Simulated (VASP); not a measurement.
Write the native input for VASP 6.6.1 that does the following.

```yaml
Task: single point
Functional: revPBE
Potentials_or_basis: VASP PAW PBE potentials, release 64 (Ru_pv)
Cutoff: 520 eV
k_mesh: 22 × 22 × 12
Occupations: fermi-dirac, width 0.05 eV
Spin: collinear spin, ferromagnetic start
Starting_moments: "[1.0, 1.0] μB"
Dipole_correction: no
Further_INCAR_settings: ALGO = Normal; EDIFF = 1e-06; NBANDS = 25
```

The structure of Ru lies in POSCAR:

```
Ru
1.0
    2.8042398901      0.0000000000      0.0000000000
   -1.4021199450      2.4285429832      0.0000000000
    0.0000000000      0.0000000000      4.4116497155
Ru
2
Direct
    0.3333333333      0.6666666667      0.2500000000
    0.6666666667      0.3333333333      0.7500000000
```

These files were run (other wordings do the same):

INCAR

```
  ALGO = Normal
  EDIFF = 1E-6
  ENCUT = 520
  GGA = RE
  ISIF = 2
  ISMEAR = -1
  ISPIN = 2
  LASPH = T
  LCHARG = F
  LMAXMIX = 4
  LORBIT = 11
  LREAL = F
  LWAVE = F
  MAGMOM = 1 1
  NBANDS = 25
  NELM = 150
  PREC = Accurate
  SIGMA = 0.05
```

KPOINTS

```
k-points
0
Gamma
  22 22 12
```

Potentials or basis: VASP PAW PBE potentials, release 64 (Ru_pv).

Launch:

```sh
$ cat potpaw_PBE.64/Ru_pv/POTCAR > POTCAR
$ mpirun -np 1 vasp_std > vasp.out
```

Results of the run:

| Property | Result |
| --- | --- |
| Pressure | -19.2 GPa |
| Band gap on the k mesh | zero (filled and empty bands overlap) |
| Net moment | 0.00 μB per cell |
| Valence electrons inside the program's atomic spheres | Ru 12.48 |

Caveat: the cell stands under tension; an empty level that is flat over the whole mesh can mark a ghost state of the potentials, or a narrow d or f band; the PAW data sets were made with another functional, which shifts forces and pressure a little.

It took 12 min on 1 thread of Intel Xeon 8259CL (shared host), peak memory 0.46 GiB.
